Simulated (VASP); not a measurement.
A run of VASP 6.6.1 is set up as follows.

The input POSCAR:

```
BaTe
1.0
    3.4959031701      3.4959031701      0.0000000000
   -3.4959031701      3.4959031701      0.0000000000
    0.0000000000      3.4959031701      3.5410755218
Ba Te
1 1
Direct
    0.0000000000      0.0000000000      0.0000000000
    0.5000000000      0.5000000000      0.0000000000
```

INCAR.step1

```
  PREC = Accurate
  ENCUT = 520
  ISMEAR = 0
  SIGMA = 0.01
  LREAL = False
  LASPH = True
  NELM = 80
  NBANDS = 15
  GGA = PE
  ALGO = Normal
  EDIFF = 1E-4
  LWAVE = True
  LCHARG = False
```

INCAR.step2

```
  PREC = Accurate
  ENCUT = 520
  EDIFF = 1E-6
  ISMEAR = 0
  SIGMA = 0.01
  LREAL = False
  LASPH = True
  NELM = 80
  ALGO = Normal
  ISIF = 2
  LWAVE = False
  LCHARG = True
  METAGGA = R2SCAN
  LMIXTAU = True
  LELF = True
  LVHAR = True
  NBANDS = 15
  ISTART = 1
```

File KPOINTS:

```
Automatic mesh
0
Gamma
  6 6 6
```

Potentials or basis: VASP PAW PBE potentials, release 64 (Ba_sv, Te).

Run with:

```sh
$ cat potpaw_PBE.64/Ba_sv/POTCAR potpaw_PBE.64/Te/POTCAR > POTCAR
$ cp INCAR.step1 INCAR
$ mpirun -np 1 vasp_std > vasp.out
$ cp INCAR.step2 INCAR
$ mpirun -np 1 vasp_std > vasp.out
```

(1) What does it give for the pressure?

(2) What does it give for the band gap on the k mesh?

Answers

(1) 0.9 GPa.

(2) 1.88 eV (least direct gap 2.26 eV).

Caveat: the cell differs from its parent crystal (in-plane strain -0.01, then relaxed in part); the PAW data sets were made with another functional, which shifts forces and pressure a little; spin-orbit coupling is left out, which moves the levels of the heavy elements.
